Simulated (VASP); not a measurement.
A run of VASP 6.6.1 is set up as follows.

The input INCAR:

```
  PREC = Accurate
  ENCUT = 520
  EDIFF = 1E-7
  ISMEAR = -1
  SIGMA = 0.05
  LREAL = Auto
  LASPH = True
  NELM = 60
  ALGO = Normal
  ISIF = 2
  LWAVE = False
  LCHARG = True
  GGA = CA
  LELF = True
  LVHAR = True
  NELECT = 188.0
  NBANDS = 120
```

KPOINTS

```
regular mesh
0
Gamma
  2 2 2
```

Contents of POSCAR:

```
Al5O8
1.0
   -4.7351000000     -2.7338110000      4.3003330000
    4.7351000000     -2.7338110000      4.3003330000
    0.0000000000      5.4676230000      4.3003330000
Al O
15 24
Direct
    0.3494828716      0.3513155679      0.3561892403
    0.1491291321      0.1509366968      0.1447860000
    0.6471392466      0.6432626653      0.6549802247
    0.8571530115      0.8533184567      0.8460019491
    0.7501669949      0.7502464019      0.2504800804
    0.1478190668      0.1478972066      0.6481327262
    0.3525218590      0.3526002100      0.8528344892
    0.8558753234      0.3495599341      0.8515503294
    0.6444720848      0.1492063037      0.6511715802
    0.1546665781      0.6472143595      0.1434981761
    0.3456868461      0.8572300025      0.3535542433
    0.3512370214      0.8559518110      0.8497948942
    0.1508567485      0.6445504403      0.6494416170
    0.6431826953      0.1547440139      0.1474486838
    0.8532385989      0.3457661063      0.3574670843
    0.5987625911      0.4013707726      0.7590222645
    0.7501537735      0.5738890694      0.4268348217
    0.4039689307      0.7502517970      0.5966990266
    0.3856239378      0.6016470418      0.2683396906
    0.2501721793      0.4005324673      0.6002066201
    0.5932726857      0.2502417043      0.4073766457
    0.0990476715      0.9016592320      0.7419488397
    0.2416350624      0.0991269844      0.4018943940
    0.9015804470      0.2417130735      0.5993619901
    0.8987859737      0.1147926050      0.2326351447
    0.7323215168      0.8988639341      0.6150282726
    0.1147112566      0.7324027520      0.3991004125
    0.0963835422      0.4040477942      0.2504879529
    0.2587070257      0.5988409194      0.9016060554
    0.9265226245      0.7502338449      0.0741242182
    0.9070613428      0.5933505447      0.7504761251
    0.7680271688      0.3856998685      0.1018822376
    0.0998929306      0.2502511067      0.9007672293
    0.5738102951      0.9266017884      0.2504730224
    0.7501729077      0.0964623208      0.9042826655
    0.4012916920      0.2587872042      0.0990764995
    0.4004532922      0.0999715706      0.7504866364
    0.2501634020      0.9071412906      0.0935858780
    0.6015680466      0.7681045506      0.8859394682
```

Potentials or basis: VASP PAW LDA potentials, release 64 (Al, O).

Command:

```console
$ cat potpaw_LDA.64/Al/POTCAR potpaw_LDA.64/O/POTCAR > POTCAR
$ mpirun -np 1 vasp_std > vasp.out
```

Predict the largest force.

0.097 eV/Å.

Forces on the atoms (eV/Å):
```
Al  -0.010 -0.004 -0.005
Al  -0.009  0.005  0.007
Al   0.012  0.007 -0.010
Al   0.012 -0.009  0.010
Al   0.000  0.000  0.001
Al   0.000  0.000  0.003
Al   0.000  0.000  0.001
Al   0.009 -0.006 -0.005
Al   0.000 -0.011  0.007
Al  -0.013  0.007 -0.010
Al   0.001  0.015  0.010
Al   0.001  0.011 -0.005
Al   0.009  0.006  0.007
Al   0.000 -0.015 -0.010
Al  -0.013 -0.006  0.010
O   -0.009  0.001 -0.006
O   -0.049  0.084  0.000
O   -0.004 -0.003  0.000
O   -0.034 -0.036  0.037
O   -0.003  0.003 -0.001
O    0.002  0.000  0.001
O   -0.009  0.000  0.003
O    0.004 -0.008  0.003
O    0.005  0.008  0.003
O   -0.034  0.035 -0.038
O   -0.013 -0.047 -0.038
O    0.047  0.012 -0.038
O    0.004 -0.001  0.000
O    0.004 -0.008 -0.006
O   -0.048 -0.085  0.000
O   -0.001  0.001  0.001
O    0.048 -0.012  0.037
O   -0.002 -0.004 -0.001
O    0.097  0.001  0.000
O   -0.001  0.005  0.000
O    0.005  0.008 -0.006
O    0.004  0.001 -0.001
O   -0.001 -0.001  0.001
O   -0.014  0.047  0.037
```

Caveat: the k points lie up to 0.45 Å⁻¹ apart; the cell carries a net charge on a neutralising background, which shifts energy and pressure.
